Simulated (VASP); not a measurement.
Input of a VASP 6.6.1 run:

The input INCAR:

```
ALGO = Normal
EDIFF = 1E-7
ENCUT = 520
GGA = PS
ISIF = 2
ISMEAR = -1
LASPH = T
LCHARG = T
LELF = T
LREAL = F
LVHAR = T
LWAVE = F
NBANDS = 28
NELM = 60
PREC = Accurate
SIGMA = 0.03
```

KPOINTS

```
k-points
0
Gamma
  6 6 4
```

File POSCAR:

```
HfSiO4
1.0
    3.4001625620      0.0000000000      0.0000000000
    0.0000000000      3.4001625620      0.0000000000
    0.0000000000      0.0000000000      4.8741802867
Hf Si O
1 1 4
Direct
    0.0000000000      0.0000000000      0.0000000000
    0.5000000000      0.5000000000      0.5000000000
    0.5000000000      0.0000000000      0.7317730180
    0.0000000000      0.5000000000      0.2682269820
    0.5000000000      0.0000000000      0.2682269820
    0.0000000000      0.5000000000      0.7317730180
```

Potentials or basis: VASP PAW PBE potentials, release 64 (Hf_pv, Si, O).

Run with:

```console
$ cat potpaw_PBE.64/Hf_pv/POTCAR potpaw_PBE.64/Si/POTCAR potpaw_PBE.64/O/POTCAR > POTCAR
$ mpirun -np 1 vasp_std > vasp.out
```

Question: What does it give for the pressure?

Answer: -2.0 GPa.

Question: What does it give for the band gap on the k mesh?

Answer: 0.11 eV, direct.

Question: Predict the largest force.

Answer: 0.157 eV/Å.

Stress tensor (GPa, compression positive):
```
-1.78  0.00  0.00
 0.00 -1.78  0.00
 0.00  0.00 -2.36
```

Caveat: the PAW data sets were made with another functional, which shifts forces and pressure a little; spin-orbit coupling is left out, which moves the levels of the heavy elements. A k mesh can miss the band edges.
